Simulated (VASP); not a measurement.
# AlN (Fm-3m) in VASP: a series of runs

Runs on AlN. Level: PBEsol. Tasks: single point.

Program: VASP 6.6.1. These are calculated values, not measurements. Logs are shortened: lines on timing, memory, paths and dates and some standing lists are left out, and cuts for length are marked.

## Step 1: The cell of the first run

Symmetry: Fm-3m, No. 225, cubic system. The conventional cell has a = 4.045 Å, b = 4.045 Å, c = 4.045 Å, α = 90.00°, β = 90.00°, γ = 90.00°. Within 2.7 Å of Al (site symmetry m-3m) lie 6 N at 2.02 Å. N (site symmetry m-3m) has 6 Al at 2.02 Å within 2.7 Å.

## Step 2: Single point, PBEsol

File INCAR:

```
SYSTEM = AlN
ALGO     = Normal         ! electronic algorithm
EDIFF    = 1E-7           ! SCF threshold, eV
ENCUT    = 520            ! plane-wave cutoff, eV
GGA      = PS             ! functional
ISIF     = 2              ! what is computed and relaxed
ISMEAR   = 0              ! smearing method
LASPH    = .True.         ! aspherical terms in the spheres
LCHARG   = .True.         ! write CHGCAR
LELF     = .True.         ! ELF
LREAL    = .False.        ! projectors in reciprocal space
LVHAR    = .True.       
LWAVE    = .False.        ! write WAVECAR
NBANDS   = 36             ! bands
NELM     = 60             ! most SCF steps
PREC     = Accurate       ! precision mode
SIGMA    = 0.05           ! smearing width, eV
```

File KPOINTS:

```
k-points
0
Gamma
  9 9 2
  0 0 0
```

File POSCAR:

```
AlN
1.0
    2.0226209166     -2.0226209166      0.0000000000
    2.0226209166      0.0000000000     -2.0226209166
    8.0904836664      8.0904836664      8.0904836664
Al N
6 6
Direct
    0.6666666667      0.6666666667      0.4166666667
    0.0000000000      0.0000000000      0.2500000000
    0.3333333333      0.3333333333      0.5833333333
    0.6666666667      0.6666666667      0.9166666667
    1.0000000000      1.0000000000      0.7500000000
    0.3333333333      0.3333333333      0.0833333333
    1.0000000000      0.0000000000      0.5000000000
    0.3333333333      0.3333333333      0.3333333333
    0.6666666667      0.6666666667      0.6666666667
    1.0000000000      1.0000000000      0.0000000000
    0.3333333333      0.3333333333      0.8333333333
    0.6666666667      0.6666666667      0.1666666667
```

Potentials or basis: VASP PAW PBE potentials, release 64 (Al, N).

On the command line:

```sh
$ cat potpaw_PBE.64/Al/POTCAR potpaw_PBE.64/N/POTCAR > POTCAR
$ mpirun -np 1 vasp_std > vasp.out
```

OUTCAR:

```text
SYSTEM = AlN
   EDIFF = 1E-7
   ENCUT = 520
   GGA = PS
   ISIF = 2
   ISMEAR = 0
   LASPH = .True.
   LREAL = .False.
   NELM = 60
   PREC = Accurate

 ion  position               nearest neighbor table
   1  0.667  0.667  0.417-   7 2.02   7 2.02   7 2.02   8 2.02   8 2.02   8 2.02   3 2.86   3 2.86
                             3 2.86   2 2.86   2 2.86   2 2.86
   2  0.000  0.000  0.250-   8 2.02  12 2.02  12 2.02  12 2.02   8 2.02   8 2.02   1 2.86   6 2.86
                             6 2.86   1 2.86   6 2.86   1 2.86
   3  0.333  0.333  0.583-   7 2.02   7 2.02   7 2.02   9 2.02   9 2.02   9 2.02   1 2.86   1 2.86
                             1 2.86   5 2.86   5 2.86   5 2.86
   4  0.667  0.667  0.917-  10 2.02  10 2.02  10 2.02  11 2.02  11 2.02  11 2.02   6 2.86   6 2.86
                             6 2.86   5 2.86   5 2.86   5 2.86
   5  0.000  0.000  0.750-   9 2.02  11 2.02   9 2.02   9 2.02  11 2.02  11 2.02   3 2.86   4 2.86
                             3 2.86   4 2.86   3 2.86   4 2.86
   6  0.333  0.333  0.083-  10 2.02  10 2.02  10 2.02  12 2.02  12 2.02  12 2.02   4 2.86   4 2.86
                             4 2.86   2 2.86   2 2.86   2 2.86
   7  0.000  0.000  0.500-   1 2.02   3 2.02   1 2.02   1 2.02   3 2.02   3 2.02
   8  0.333  0.333  0.333-   2 2.02   2 2.02   2 2.02   1 2.02   1 2.02   1 2.02
   9  0.667  0.667  0.667-   5 2.02   5 2.02   5 2.02   3 2.02   3 2.02   3 2.02
  10  0.000  0.000  0.000-   4 2.02   6 2.02   4 2.02   4 2.02   6 2.02   6 2.02
  11  0.333  0.333  0.833-   5 2.02   5 2.02   5 2.02   4 2.02   4 2.02   4 2.02
  12  0.667  0.667  0.167-   2 2.02   2 2.02   2 2.02   6 2.02   6 2.02   6 2.02

  LATTYP: Found a hexagonal cell.
 ALAT       =     2.8604179318
 C/A-ratio  =     4.8989794856

  Lattice vectors:

 A1 = (  -2.0226209166,   0.0000000000,   2.0226209166)
 A2 = (   2.0226209166,  -2.0226209166,   0.0000000000)
 A3 = (   8.0904836664,   8.0904836664,   8.0904836664)

Analysis of symmetry for initial positions (statically):
=====================================================================
 Subroutine PRICEL returns following result:

  LATTYP: Found a face centered cubic cell.
 ALAT       =     4.0452418338

  Lattice vectors:

 A1 = (  -2.0226209170,  -2.0226209168,  -0.0000000002)
 A2 = (  -0.0000000012,  -2.0226209172,   2.0226209160)
 A3 = (  -2.0226209166,   0.0000000000,   2.0226209166)

   6 primitive cells build up your supercell.

 Routine SETGRP: Setting up the symmetry group for a
 hexagonal supercell.

 Subroutine GETGRP returns: Found 12 space group operations
 (whereof 12 operations were pure point group operations)
 out of a pool of 24 trial point group operations.

The static configuration has the point symmetry D_3d.

Analysis of symmetry for dynamics (positions and initial velocities):
=====================================================================
 Subroutine PRICEL returns following result:

  LATTYP: Found a face centered cubic cell.
 ALAT       =     4.0452418338

  Lattice vectors:

 A1 = (  -2.0226209170,  -2.0226209168,  -0.0000000002)
 A2 = (  -0.0000000012,  -2.0226209172,   2.0226209160)
 A3 = (  -2.0226209166,   0.0000000000,   2.0226209166)

   6 primitive cells build up your supercell.

 Routine SETGRP: Setting up the symmetry group for a
 hexagonal supercell.

 Subroutine GETGRP returns: Found 12 space group operations
 (whereof 12 operations were pure point group operations)
 out of a pool of 24 trial point group operations.

The dynamic configuration has the point symmetry D_3d.

 Subroutine INISYM returns: Found 12 space group operations
 (whereof 12 operations are pure point group operations),
 and found     6 'primitive' translations

----------------------------------------------------------------------------------------

                                     Primitive cell

  volume of cell :      16.5491

  direct lattice vectors                    reciprocal lattice vectors
    -2.022620917 -2.022620917 -0.000000000    -0.247204009 -0.247204009 -0.247204009
    -0.000000001 -2.022620917  2.022620916     0.247204009 -0.247204009  0.247204009
    -2.022620917  0.000000000  2.022620917    -0.247204009  0.247204009  0.247204009

  length of vectors
     2.860417932  2.860417932  2.860417932     0.428169904  0.428169904  0.428169904

  position of ions in fractional coordinates (direct lattice)
     0.499999999  0.500000000  0.500000000
     0.999999999  0.000000000  1.000000000

  ion indices of the primitive-cell ions
   primitive index   ion index
                 1           1
                 2          12

----------------------------------------------------------------------------------------

 KPOINTS: k-points

Automatic generation of k-mesh.
 Grid dimensions read from file:
 generate k-points for:    9    9    2

 Generating k-lattice:

  Cartesian coordinates                     Fractional coordinates (reciprocal lattice)
     0.018311408 -0.036622816  0.018311408     0.111111111  0.000000000  0.000000000
     0.018311408  0.018311408 -0.036622816     0.000000000  0.111111111  0.000000000
     0.020600334  0.020600334  0.020600334     0.000000000  0.000000000  0.500000000

  Length of vectors
     0.044853606  0.044853606  0.035680825

  Shift w.r.t. Gamma in fractional coordinates (k-lattice)
     0.000000000  0.000000000  0.000000000

 Subroutine IBZKPT returns following result:
 ===========================================

 Found     24 irreducible k-points:

 Following reciprocal coordinates:
            Coordinates               Weight
  0.000000  0.000000  0.000000      1.000000
  0.111111  0.000000  0.000000      6.000000
  0.222222  0.000000  0.000000      6.000000
  0.333333  0.000000  0.000000      6.000000
  0.444444  0.000000  0.000000      6.000000
  0.222222  0.111111  0.000000      6.000000
[... 16 lines left out ...]
 -0.444444  0.222222  0.500000     12.000000
 -0.333333  0.333333  0.500000      2.000000
   k-points           NKPTS =     24   k-points in BZ     NKDIM =     24   number of bands    NBANDS=     36
   number of dos      NEDOS =    301   number of ions     NIONS =     12
   total plane-waves  NPLWV =  62208
   dimension x,y,z NGX =    24 NGY =   24 NGZ =  108
   dimension x,y,z NGXF=    48 NGYF=   48 NGZF=  216
   ions per type =               6   6
   NGX,Y,Z   is equivalent  to a cutoff of  13.95, 13.95, 12.81 a.u.
   NGXF,Y,Z  is equivalent  to a cutoff of  27.90, 27.90, 25.63 a.u.
 SYSTEM =  AlN
   PREC   = accura    normal or accurate (medium, high low for compatibility)
   ISTART =      0    job   : 0-new  1-cont  2-samecut
   ICHARG =      2    charge: 1-file 2-atom 10-const
   ISPIN  =      1    spin polarized calculation?
   LNONCOLLINEAR =      F non collinear calculations
   LSORBIT =      F    spin-orbit coupling
   LASPH  =      T    aspherical Exc in radial PAW
   ENCUT  =  520.0 eV  38.22 Ry    6.18 a.u.   5.32  5.32 26.06*2*pi/ulx,y,z
   NELM   =     60;   NELMIN=  2; NELMDL= -5     # of ELM steps
   EDIFF  = 0.1E-06   stopping-criterion for ELM
   LREAL  =      F    real-space projection
   EDIFFG = 0.1E-05   stopping-criterion for IOM
   NSW    =      0    number of steps for IOM
   IBRION =     -1    ionic relax: 0-MD 1-quasi-New 2-CG
   NFREE  =      0    steps in history (QN), initial steepest desc. (CG)
   ISIF   =      2    stress and relaxation
   ISYM   =      2    0-nonsym 1-usesym 2-fastsym
   POTIM  = 0.5000    time-step for ionic-motion
   TEBEG  =    0.0;   TEEND  =   0.0 temperature during run
   PSTRESS=    0.0 pullay stress
   NELECT =      48.0000    total number of electrons
   NUPDOWN=      -1.0000    fix difference up-down
   EMIN   =  10.00;   EMAX   =-10.00  energy-range for DOS
   EFERMI =   0.00;   METHOD = LEGACY
   ISMEAR =     0;   SIGMA  =   0.05  broadening in eV -4-tet -1-fermi 0-gaus
   EFERMI_NEDOS =   21; number of points for ismear=-14 and -15
   IALGO  =     38    algorithm
   IMIX   =      4    mixing-type and parameters
     AMIX     =   0.40;   BMIX     =  1.00
     AMIX_MAG =   1.60;   BMIX_MAG =  1.00
  volume/ion in A,a.u.               =       8.27        55.84
  Fermi-wavevector in a.u.,A,eV,Ry     =   1.284834  2.427984 22.460474  1.650798
  Thomas-Fermi vector in A             =   2.417004
   LORBIT       =      0    0 simple, 1 ext, 2 COOP (PROOUT), +10 PAW based schemes
   GGA     = PS    functional components
   LHFCALC =     F    Hartree Fock is set to
   AEXX    =    0.0000 exact exchange contribution
   IVDW    =     0    specifies the selected vdW correction
   LEPSILON=     F    determine dielectric tensor
   LRPA    =     F    only Hartree local field effects (RPA)
 non-spin polarized calculation
 Gauss-broadening in eV      SIGMA  =   0.05
  energy-cutoff  :      520.00
  volume of cell :       99.29
 maximum number of plane-waves:      2705
 NGX is ok and might be reduce to    24
   NGX = 11   NGY = 11   NGZ = 53

 number of electron      47.9999988 magnetization

 Free energy of the ion-electron system (eV)
  ---------------------------------------------------
  ext. energy  EPLUGINS =         0.00000000
  ---------------------------------------------------
  free energy    TOTEN  =       -92.69337944 eV

  energy without entropy =      -92.69337944  energy(sigma->0) =      -92.69337944

 E-fermi :  10.0784     XC(G=0): -12.4456

 val. band max:        9.8676201187   @ k =   0.0000   0.0000   0.0000
 cond. band min:      14.5622264972   @ k =   0.4444   0.0000   0.0000
 fundamental gap:      4.6946063784
 Fermi energy:        10.0784269337

 k-point     1 :       0.0000    0.0000    0.0000
  band No.  band energies     occupation
      1      -7.6693      2.00000
      2      -7.1038      2.00000
      3      -7.1038      2.00000
      4      -5.5912      2.00000
      5      -5.5912      2.00000
      6      -4.3735      2.00000
[... 28 lines left out ...]
     35      21.4034      0.00000
     36      21.4035      0.00000
[... 866 lines left out ...]
      6      -3.5689      2.00000
[... 28 lines left out ...]
     35      19.9882      0.00000
     36      19.9882      0.00000

------------------------ aborting loop because EDIFF is reached ----------------------------------------

  FORCE on cell =-STRESS in cart. coord.  units (eV):
  Direction    XX          YY          ZZ          XY          YZ          ZX
  --------------------------------------------------------------------------------------
  -------------------------------------------------------------------------------------
  Total       -0.0559171     -0.0559171     -0.0559171     -0.0008422     -0.0008422     -0.0008422
  in kB       -0.9022579     -0.9022579     -0.9022579     -0.0135898     -0.0135898     -0.0135898
  external PRESSURE =      -0.9022579 kB  Pullay stress =       0.0000000 kB

 VOLUME and BASIS-vectors are now :
 -----------------------------------------------------------------------------
  energy-cutoff  :      520.00
  volume of cell :       99.29
      direct lattice vectors                 reciprocal lattice vectors
     2.022620917 -2.022620917  0.000000000     0.164802673 -0.329605346  0.164802673
     2.022620917  0.000000000 -2.022620917     0.164802673  0.164802673 -0.329605346
     8.090483666  8.090483666  8.090483666     0.041200668  0.041200668  0.041200668

 POSITION                                       TOTAL-FORCE (eV/Angst)
 -----------------------------------------------------------------------------------
      6.06786      2.02262      2.02262         0.000000     -0.000000     -0.000000
      2.02262      2.02262      2.02262         0.000000     -0.000000     -0.000000
      6.06786      4.04524      4.04524        -0.000000     -0.000000     -0.000000
     10.11310      6.06786      6.06786         0.000000     -0.000000     -0.000000
      6.06786      6.06786      6.06786         0.000000     -0.000000     -0.000000
      2.02262     -0.00000     -0.00000        -0.000000     -0.000000     -0.000000
      4.04524      4.04524      4.04524        -0.000000     -0.000000     -0.000000
      4.04524      2.02262      2.02262         0.000000      0.000000      0.000000
      8.09048      4.04524      4.04524         0.000000      0.000000      0.000000
      0.00000      0.00000      0.00000        -0.000000     -0.000000     -0.000000
      8.09048      6.06786      6.06786         0.000000      0.000000      0.000000
      4.04524      0.00000      0.00000         0.000000     -0.000000     -0.000000
 -----------------------------------------------------------------------------------
    total drift:                               -0.000000      0.000000      0.000000

  FREE ENERGIE OF THE ION-ELECTRON SYSTEM (eV)
  ---------------------------------------------------
  free  energy   TOTEN  =       -92.6933794399 eV

  energy  without entropy=      -92.6933794399  energy(sigma->0) =      -92.69337944
```

Run time: 64 s. Hardware: 1 thread of AMD EPYC 9R45 (Zen 5), shared host; peak memory 0.22 GiB.

What came out:

- Free energy: -92.6934 eV
- Pressure: -0.1 GPa
- Band gap on the k mesh: 4.69 eV

Levels at points of the mesh, in eV from the valence-band top:
| k point | band 20 | band 21 | band 22 | band 23 | band 24 | band 25 | band 26 | band 27 | band 28 | band 29 |
| --- | --- | --- | --- | --- | --- | --- | --- | --- | --- | --- |
| (0.00, 0.00, 0.00) | -0.31 | -0.31 | 0.00 | 0.00 | 0.00 | 5.65 | 6.03 | 6.43 | 6.43 | 6.79 |
| (0.00, 0.00, 0.50) | -0.59 | -0.09 | -0.09 | -0.09 | -0.09 | 6.11 | 6.11 | 6.14 | 6.14 | 6.80 |

Caveat: the PAW data sets were made with another functional, which shifts forces and pressure a little. A k mesh can miss the band edges.

(Continued in part 2 of 2.)
